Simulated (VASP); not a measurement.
# K (Pm-3m) in VASP: single point with PBE

Aim: the single point of K with PBE.

Program: VASP 6.6.1. These are calculated values, not measurements. Logs are shortened: lines on timing, memory, paths and dates and some standing lists are left out, and cuts for length are marked.

### 1 The cell of the first run

It takes space group Pm-3m (No. 221, cubic). The conventional cell has a = 4.156 Å, b = 4.156 Å, c = 4.156 Å, α = 90.00°, β = 90.00°, γ = 90.00°. Within 5.5 Å of K (site symmetry m-3m) lie 6 K at 4.16 Å.

### 2 Single point, PBE

File INCAR:

```
SYSTEM = K
PREC     = Accurate       ! precision mode
ENCUT    = 520            ! plane-wave cutoff, eV
EDIFF    = 1E-6           ! SCF threshold, eV
ISMEAR   = 0              ! smearing method
SIGMA    = 0.15           ! smearing width, eV
LREAL    = .False.        ! projectors in reciprocal space
LASPH    = .True.         ! aspherical terms in the spheres
NELM     = 80             ! most SCF steps
ALGO     = Normal         ! electronic algorithm
ISIF     = 2              ! what is computed and relaxed
LWAVE    = .False.        ! write WAVECAR
LCHARG   = .False.        ! write CHGCAR
GGA      = PE             ! functional
NBANDS   = 10             ! bands
```

File KPOINTS:

```
Automatic mesh
0
Gamma
  14 14 14
  0 0 0
```

File POSCAR:

```
K
1.0
   -1.3852719847      2.7705439694      2.7705439694
    2.7705439694     -1.3852719847      2.7705439694
    2.7705439694      2.7705439694     -1.3852719847
K
1
Direct
    0.0000000000      0.0000000000      0.0000000000
```

Potentials or basis: VASP PAW PBE potentials, release 64 (K_sv).

Launch:

```
$ cat potpaw_PBE.64/K_sv/POTCAR > POTCAR
$ mpirun -np 1 vasp_std > vasp.out
```

OUTCAR:

```text
SYSTEM = K
   PREC = Accurate
   ENCUT = 520
   EDIFF = 1E-6
   ISMEAR = 0
   LREAL = .False.
   LASPH = .True.
   NELM = 80
   ISIF = 2
   GGA = PE

 ion  position               nearest neighbor table
   1  0.000  0.000  0.000-

  LATTYP: Found a simple cubic cell.
 ALAT       =     4.1558159541

  Lattice vectors:

 A1 = (  -1.3852719847,   2.7705439694,   2.7705439694)
 A2 = (   2.7705439694,  -1.3852719847,   2.7705439694)
 A3 = (   2.7705439694,   2.7705439694,  -1.3852719847)

Analysis of symmetry for initial positions (statically):
=====================================================================
 Subroutine PRICEL returns:
 Original cell was already a primitive cell.

 Routine SETGRP: Setting up the symmetry group for a
 simple cubic supercell.

 Subroutine GETGRP returns: Found 48 space group operations
 (whereof 48 operations were pure point group operations)
 out of a pool of 48 trial point group operations.

The static configuration has the point symmetry O_h .

Analysis of symmetry for dynamics (positions and initial velocities):
=====================================================================
 Subroutine PRICEL returns:
 Original cell was already a primitive cell.

 Routine SETGRP: Setting up the symmetry group for a
 simple cubic supercell.

 Subroutine GETGRP returns: Found 48 space group operations
 (whereof 48 operations were pure point group operations)
 out of a pool of 48 trial point group operations.

The dynamic configuration has the point symmetry O_h .

 Subroutine INISYM returns: Found 48 space group operations
 (whereof 48 operations are pure point group operations),
 and found     1 'primitive' translations

----------------------------------------------------------------------------------------

                                     Primitive cell

  volume of cell :      71.7743

  direct lattice vectors                    reciprocal lattice vectors
    -1.385271985  2.770543969  2.770543969    -0.080208878  0.160417755  0.160417755
     2.770543969 -1.385271985  2.770543969     0.160417755 -0.080208878  0.160417755
     2.770543969  2.770543969 -1.385271985     0.160417755  0.160417755 -0.080208878

  length of vectors
     4.155815954  4.155815954  4.155815954     0.240626633  0.240626633  0.240626633

  position of ions in fractional coordinates (direct lattice)
     0.000000000  0.000000000  0.000000000

  ion indices of the primitive-cell ions
   primitive index   ion index
                 1           1

----------------------------------------------------------------------------------------

 KPOINTS: Automatic mesh

Automatic generation of k-mesh.
 Grid dimensions read from file:
 generate k-points for:   14   14   14

 Generating k-lattice:

  Cartesian coordinates                     Fractional coordinates (reciprocal lattice)
    -0.005729206  0.011458411  0.011458411     0.071428571  0.000000000  0.000000000
     0.011458411 -0.005729206  0.011458411     0.000000000  0.071428571  0.000000000
     0.011458411  0.011458411 -0.005729206     0.000000000  0.000000000  0.071428571

  Length of vectors
     0.017187617  0.017187617  0.017187617

  Shift w.r.t. Gamma in fractional coordinates (k-lattice)
     0.000000000  0.000000000  0.000000000

 Subroutine IBZKPT returns following result:
 ===========================================

 Found    120 irreducible k-points:

 Following reciprocal coordinates:
            Coordinates               Weight
  0.000000  0.000000  0.000000      1.000000
  0.071429  0.000000  0.000000      6.000000
  0.142857  0.000000  0.000000      6.000000
  0.214286  0.000000  0.000000      6.000000
  0.285714  0.000000  0.000000      6.000000
  0.357143  0.000000  0.000000      6.000000
[... 16 lines left out ...]
  0.285714  0.214286 -0.000000     24.000000
  0.357143  0.214286  0.000000     24.000000
 [... further k-points ...]
   k-points           NKPTS =    120   k-points in BZ     NKDIM =    120   number of bands    NBANDS=     10
   number of dos      NEDOS =    301   number of ions     NIONS =      1
   total plane-waves  NPLWV =  32768
   dimension x,y,z NGX =    32 NGY =   32 NGZ =   32
   dimension x,y,z NGXF=    64 NGYF=   64 NGZF=   64
   ions per type =               1
   NGX,Y,Z   is equivalent  to a cutoff of  12.80, 12.80, 12.80 a.u.
   NGXF,Y,Z  is equivalent  to a cutoff of  25.60, 25.60, 25.60 a.u.
 SYSTEM =  K
   PREC   = accura    normal or accurate (medium, high low for compatibility)
   ISTART =      0    job   : 0-new  1-cont  2-samecut
   ICHARG =      2    charge: 1-file 2-atom 10-const
   ISPIN  =      1    spin polarized calculation?
   LNONCOLLINEAR =      F non collinear calculations
   LSORBIT =      F    spin-orbit coupling
   LASPH  =      T    aspherical Exc in radial PAW
   ENCUT  =  520.0 eV  38.22 Ry    6.18 a.u.   7.73  7.73  7.73*2*pi/ulx,y,z
   NELM   =     80;   NELMIN=  2; NELMDL= -5     # of ELM steps
   EDIFF  = 0.1E-05   stopping-criterion for ELM
   LREAL  =      F    real-space projection
[... 7 lines left out ...]
   TEBEG  =    0.0;   TEEND  =   0.0 temperature during run
   PSTRESS=    0.0 pullay stress
   NELECT =       9.0000    total number of electrons
   NUPDOWN=      -1.0000    fix difference up-down
   EMIN   =  10.00;   EMAX   =-10.00  energy-range for DOS
   EFERMI =   0.00;   METHOD = LEGACY
   ISMEAR =     0;   SIGMA  =   0.15  broadening in eV -4-tet -1-fermi 0-gaus
   EFERMI_NEDOS =   21; number of points for ismear=-14 and -15
   IALGO  =     38    algorithm
   IMIX   =      4    mixing-type and parameters
     AMIX     =   0.40;   BMIX     =  1.00
     AMIX_MAG =   1.60;   BMIX_MAG =  1.00
  volume/ion in A,a.u.               =      71.77       484.36
  Fermi-wavevector in a.u.,A,eV,Ry     =   0.819406  1.548454  9.135317  0.671427
  Thomas-Fermi vector in A             =   1.930206
   LORBIT       =      0    0 simple, 1 ext, 2 COOP (PROOUT), +10 PAW based schemes
   GGA     = PE    functional components
   LHFCALC =     F    Hartree Fock is set to
   AEXX    =    0.0000 exact exchange contribution
   IVDW    =     0    specifies the selected vdW correction
   LEPSILON=     F    determine dielectric tensor
   LRPA    =     F    only Hartree local field effects (RPA)
 non-spin polarized calculation
 Gauss-broadening in eV      SIGMA  =   0.15
  energy-cutoff  :      520.00
  volume of cell :       71.77
 maximum number of plane-waves:      1956
 NGX is ok and might be reduce to    32
   NGX = 15   NGY = 15   NGZ = 15

 number of electron       9.0000001 magnetization

 Free energy of the ion-electron system (eV)
  ---------------------------------------------------
  ext. energy  EPLUGINS =         0.00000000
  ---------------------------------------------------
  free energy    TOTEN  =        -0.94002146 eV

  energy without entropy =       -0.93210956  energy(sigma->0) =       -0.93606551

 E-fermi :  -0.0228     XC(G=0):  -5.7027

 val. band max:       -0.0546337538   @ k =   0.5000   0.0000   0.0000
 cond. band min:      -0.0082518499   @ k =   0.2857   0.2857   0.2857
 fundamental gap:      0.0463819039
 Fermi energy:        -0.0228034883

 k-point     1 :       0.0000    0.0000    0.0000
  band No.  band energies     occupation
      1     -32.3415      2.00000
      2     -15.7704      2.00000
      3     -15.7704      2.00000
      4     -15.7704      2.00000
      5      -2.2322      2.00000
      6       2.8692      0.00000
      7       2.8692      0.00000
      8       6.3437      0.00000
      9       6.3437      0.00000
     10       6.3441      0.00000

 k-point     2 :       0.0714    0.0000    0.0000
  band No.  band energies     occupation
      1     -32.3411      2.00000
      2     -15.7764      2.00000
      3     -15.7699      2.00000
      4     -15.7699      2.00000
      5      -2.1805      2.00000
      6       2.8311      0.00000
      7       2.8945      0.00000
      8       6.0792      0.00000
      9       6.0793      0.00000
     10       6.4196      0.00000

 k-point     3 :       0.1429    0.0000    0.0000
  band No.  band energies     occupation
      1     -32.3402      2.00000
      2     -15.7931      2.00000
      3     -15.7685      2.00000
      4     -15.7685      2.00000
      5      -2.0272      2.00000
      6       2.6828      0.00000
      7       2.9681      0.00000
      8       5.7119      0.00000
      9       5.7119      0.00000
     10       6.1265      0.00000

 k-point     4 :       0.2143    0.0000    0.0000
  band No.  band energies     occupation
      1     -32.3389      2.00000
      2     -15.8172      2.00000
      3     -15.7664      2.00000
      4     -15.7664      2.00000
      5      -1.7767      2.00000
      6       2.3612      0.00000
      7       3.0818      0.00000
      8       5.3811      0.00000
      9       5.3811      0.00000
     10       5.9477      0.00000
[... 222 lines left out ...]
 k-point    22 :       0.2143    0.2143    0.0000
  band No.  band energies     occupation
      1     -32.3363      2.00000
      2     -15.8139      2.00000
      3     -15.8108      2.00000
      4     -15.7625      2.00000
      5      -1.3363      2.00000
      6       2.6085      0.00000
      7       2.6995      0.00000
      8       4.4088      0.00000
      9       5.3431      0.00000
     10       5.8398      0.00000

 k-point    23 :       0.2857    0.2143   -0.0000
  band No.  band energies     occupation
      1     -32.3349      2.00000
      2     -15.8384      2.00000
      3     -15.8095      2.00000
      4     -15.7603      2.00000
      5      -1.0076      2.00000
      6       2.1725      0.00000
      7       2.8508      0.00000
      8       4.2606      0.00000
      9       5.2058      0.00000
     10       5.7814      0.00000

 k-point    24 :       0.3571    0.2143    0.0000
  band No.  band energies     occupation
      1     -32.3335      2.00000
      2     -15.8616      2.00000
      3     -15.8071      2.00000
      4     -15.7583      2.00000
      5      -0.6006      2.00000
      6       1.5909      0.00000
      7       3.0867      0.00000
      8       4.1125      0.00000
      9       5.0497      0.00000
     10       5.8016      0.00000

 [... further k-points ...]
[... 5 lines left out ...]
  --------------------------------------------------------------------------------------
  -------------------------------------------------------------------------------------
  Total        0.1436729      0.1436729      0.1436729      0.0000000      0.0000000      0.0000000
  in kB        3.2071289      3.2071289      3.2071289      0.0000000      0.0000000      0.0000000
  external PRESSURE =       3.2071289 kB  Pullay stress =       0.0000000 kB

 VOLUME and BASIS-vectors are now :
 -----------------------------------------------------------------------------
  energy-cutoff  :      520.00
  volume of cell :       71.77
      direct lattice vectors                 reciprocal lattice vectors
    -1.385271985  2.770543969  2.770543969    -0.080208878  0.160417755  0.160417755
     2.770543969 -1.385271985  2.770543969     0.160417755 -0.080208878  0.160417755
     2.770543969  2.770543969 -1.385271985     0.160417755  0.160417755 -0.080208878

 POSITION                                       TOTAL-FORCE (eV/Angst)
 -----------------------------------------------------------------------------------
      0.00000      0.00000      0.00000         0.000000     -0.000000      0.000000
 -----------------------------------------------------------------------------------
    total drift:                                0.000000      0.000000     -0.000000

  FREE ENERGIE OF THE ION-ELECTRON SYSTEM (eV)
  ---------------------------------------------------
  free  energy   TOTEN  =        -0.9400214572 eV

  energy  without entropy=       -0.9321095587  energy(sigma->0) =       -0.93606551
```

Wall time 43 s (1 thread of Intel Xeon Platinum 8175M at 2.50GHz (Skylake/Cascade Lake), shared host); peak memory 0.22 GiB.

Results:

```yaml
Free_energy: -0.9400 eV
Pressure: 0.3 GPa
```

Levels at points of the mesh, in eV from the Fermi level:
```csv
k point,band 1,band 2,band 3,band 4,band 5,band 6,band 7,band 8,band 9
"(0.00, 0.00, 0.00)",-32.32,-15.75,-15.75,-15.75,-2.21,2.89,2.89,6.37,6.37
"(0.50, 0.00, 0.00)",-32.31,-15.87,-15.74,-15.74,-0.03,0.17,3.53,4.76,4.76
"(0.50, 0.50, 0.00)",-32.31,-15.85,-15.85,-15.73,1.04,2.22,2.33,2.33,5.22
"(0.50, 0.50, 0.50)",-32.30,-15.84,-15.84,-15.84,2.26,2.26,2.26,4.39,4.70
```
